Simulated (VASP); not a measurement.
Cs: density of states with PBE

Crystal: Cs.

```xyz
1
Lattice="-2.8082 2.8082 2.8082 2.8082 -2.8082 2.8082 2.8082 2.8082 -2.8082" Properties=species:S:1:pos:R:3 pbc="T T T"
Cs    0.0000    0.0000    0.0000
```

This cell differs from its parent crystal: volume scaled by 0.76.

```yaml
Program: VASP 6.6.1
Task: density of states
Functional: PBE
Potentials_or_basis: VASP PAW PBE potentials, release 64 (Cs_sv)
Cutoff: 520 eV
k_mesh: 9 × 9 × 9
Occupations: fermi-dirac, width 0.05 eV
Spin: no spin polarisation
Dipole_correction: no
k_mesh_for_the_DOS: 14 × 14 × 14
Occupations_for_the_DOS: tetrahedron
Further_INCAR_settings: ALGO = Normal; EDIFF = 1e-07; NBANDS = 10
```

The valence electrons inside the program's atomic spheres are Cs 6.55.

Levels at points of the mesh, in eV from the Fermi level:
```tsv
k point	band 1	band 2	band 3	band 4	band 5	band 6	band 7	band 8
(0.00, 0.00, 0.00)	-23.75	-10.43	-10.43	-10.43	-1.94	2.63	2.63	2.63
(0.50, 0.00, 0.00)	-23.73	-10.75	-10.53	-10.43	-0.11	1.24	1.58	3.64
(0.50, 0.50, 0.50)	-23.71	-10.65	-10.65	-10.65	0.37	0.37	3.78	3.78
```

Wall time 51 s on 1 thread of Intel(R) Xeon(R) Platinum 8488C (Sapphire Rapids), on a shared host, peak memory 0.24 GiB.

Caveat: spin-orbit coupling is left out, which moves the levels of the heavy elements.
